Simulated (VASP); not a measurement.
A run of VASP 6.6.1:

Contents of INCAR:

```
SYSTEM = Sb2As
PREC     = Accurate       ! precision mode
ENCUT    = 520            ! plane-wave cutoff, eV
EDIFF    = 1E-6           ! SCF threshold, eV
ISMEAR   = 0              ! smearing method
SIGMA    = 0.1            ! smearing width, eV
LREAL    = .FALSE.        ! projectors in reciprocal space
LASPH    = .TRUE.         ! aspherical terms in the spheres
NELM     = 60             ! most SCF steps
ALGO     = Normal         ! electronic algorithm
ISIF     = 2              ! what is computed and relaxed
LWAVE    = .FALSE.        ! write WAVECAR
LCHARG   = .FALSE.        ! write CHGCAR
GGA      = PE             ! functional
NBANDS   = 24             ! bands
```

Contents of KPOINTS:

```
Automatic mesh
0
G
  6 6 10
  0 0 0
```

Contents of POSCAR:

```
Sb2As
1.0
    5.9559254895      0.0000000000      0.0000000000
    0.0000000000      7.5132687330      0.0000000000
    0.0000000000      0.0000000000      3.7955578130
Sb As
4 2
Direct
    0.1754636623      0.3659502696      0.0000000000
    0.8245363377      0.6340497304      0.0000000000
    0.6754636623      0.1340497304      0.5000000000
    0.3245363377      0.8659502696      0.5000000000
    0.0000000000      0.0000000000      0.0000000000
    0.5000000000      0.5000000000      0.5000000000
```

Potentials or basis: VASP PAW PBE potentials, release 64 (Sb, As).

Run with:

```sh
$ cat potpaw_PBE.64/Sb/POTCAR potpaw_PBE.64/As/POTCAR > POTCAR
$ mpirun -np 1 vasp_std > vasp.out
```

Hardware: 1 thread of Intel(R) Xeon(R) 6975P-C (Granite Rapids), on a shared host.

Estimate the wall time of this run.

Wall time 110 s on 1 thread of Intel(R) Xeon(R) 6975P-C (Granite Rapids), with other jobs on the host, peak memory 0.48 GiB. Counts: scf iterations 12, k points 96.
